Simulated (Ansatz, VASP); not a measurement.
Given: the input of a run of VASP 6.6.1 on Pb.

File INCAR:

```
PREC = Accurate
ENCUT = 600
EDIFF = 1E-6
ISMEAR = -1
SIGMA = 0.05
LREAL = F
LASPH = T
NELM = 60
ALGO = Normal
ISIF = 3
LWAVE = F
LCHARG = F
GGA = PE
IVDW = 12
IBRION = 2
NSW = 80
EDIFFG = -0.005
```

KPOINTS

```
Automatic mesh
0
Gamma
  9 9 9
```

The input POSCAR:

```
Pb
1.0
    0.0000000000      2.4750200000      2.4750200000
    2.4750200000      0.0000000000      2.4750200000
    2.4750200000      2.4750200000      0.0000000000
Pb
1
Direct
    0.0000000000      0.0000000000      0.0000000000
```

Potentials or basis: VASP PAW PBE potentials, release 64 (Pb_d).

Run with:

```bash
$ cat potpaw_PBE.64/Pb_d/POTCAR > POTCAR
$ mpirun -np 1 vasp_std > vasp.out
```

Translate it to Ansatz 0.2.0. Potentials there: all-electron LAPW, scalar-relativistic.

As run (the cutoff follows the program's own potentials):

Contents of input.yaml:

```yaml
crystal:
  lattice:
    - [0.0, 2.47502, 2.47502]
    - [2.47502, 0.0, 2.47502]
    - [2.47502, 2.47502, 0.0]
  atoms:
    - { symbol: Pb, position: [0.0, 0.0, 0.0] }
kpoints:
  mp_grid: { grid: [9, 9, 9] }
scf:
  occupations: { method: fermi_dirac, width: 0.05 }
hamiltonian:
  xc: pbe
  dispersion: d3bj
  pseudopotentials: { kind: all_electron, lapw: { basis_error: 0.001 } }
output:
  forces: true
  stress: true
relax:
  f_tol: 0.005
  max_steps: 60
  cell: {}
```

Potentials or basis: all-electron LAPW, scalar-relativistic.

The run is started by

```console
$ ansatz run input.yaml --threads 1 --pin off --max-ram 3072MiB --backend cpu --events-out ev --progress --plain --runs-dir out
```

Both were run:

|  | VASP | Ansatz | Ansatz less VASP |
| --- | --- | --- | --- |
| relaxed volume (Å³/atom) | 30.37 | 30.37 | +0.001 |
| relaxed cell length with the largest relative difference (Å) | 3.502 | 3.502 | 0.0000 |

Ansatz ran all-electron here, and VASP with PAW potentials.

Spin-orbit coupling is off throughout.
